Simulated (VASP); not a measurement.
Input of a VASP 6.6.1 run:

POSCAR

```
MgO2
1.0
    1.5566181855      0.8987139284      3.5987982411
   -1.5566181855      0.8987139284      3.5987982411
    0.0000000000     -1.7974278569      3.5987982411
Mg O
1 2
Direct
    0.0000000000      0.0000000000      0.0000000000
    0.4287860000      0.4287860000      0.4287860000
    0.5712140000      0.5712140000      0.5712140000
```

File INCAR.step1:

```
PREC = Accurate
ENCUT = 920
ISMEAR = 0
SIGMA = 0.05
LREAL = F
LASPH = T
NELM = 120
NBANDS = 18
GGA = PE
ALGO = Normal
EDIFF = 1E-5
LWAVE = T
LCHARG = F
GGA_COMPAT = F
```

Contents of INCAR.step2:

```
PREC = Accurate
ENCUT = 920
EDIFF = 1E-6
ISMEAR = 0
SIGMA = 0.05
LREAL = F
LASPH = T
NELM = 120
ALGO = Normal
ISIF = 2
LWAVE = F
LCHARG = F
METAGGA = R2SCAN
LMIXTAU = T
NBANDS = 18
ISTART = 1
GGA_COMPAT = F
```

Contents of KPOINTS:

```
regular mesh
0
Gamma
  12 12 12
```

Potentials or basis: VASP PAW PBE potentials, release 64 (Mg_sv, O).

Run with:

```console
$ cat potpaw_PBE.64/Mg_sv/POTCAR potpaw_PBE.64/O/POTCAR > POTCAR
$ cp INCAR.step1 INCAR
$ mpirun -np 1 vasp_std > vasp.out
$ cp INCAR.step2 INCAR
$ mpirun -np 1 vasp_std > vasp.out
```

Task: Estimate the band gap on the k mesh.

Result: 2.21 eV.

Task: What does it give for the largest force?

Result: 1.100 eV/Å.

Forces on the atoms (eV/Å):
```
Mg   0.000  0.000  0.000
O    0.000  0.000  1.100
O    0.000  0.000 -1.100
```

Caveat: the cell differs from its parent crystal (strain -0.030 along x and y, +0.030 along z); the PAW data sets were made with another functional, which shifts forces and pressure a little. A k mesh can miss the band edges.
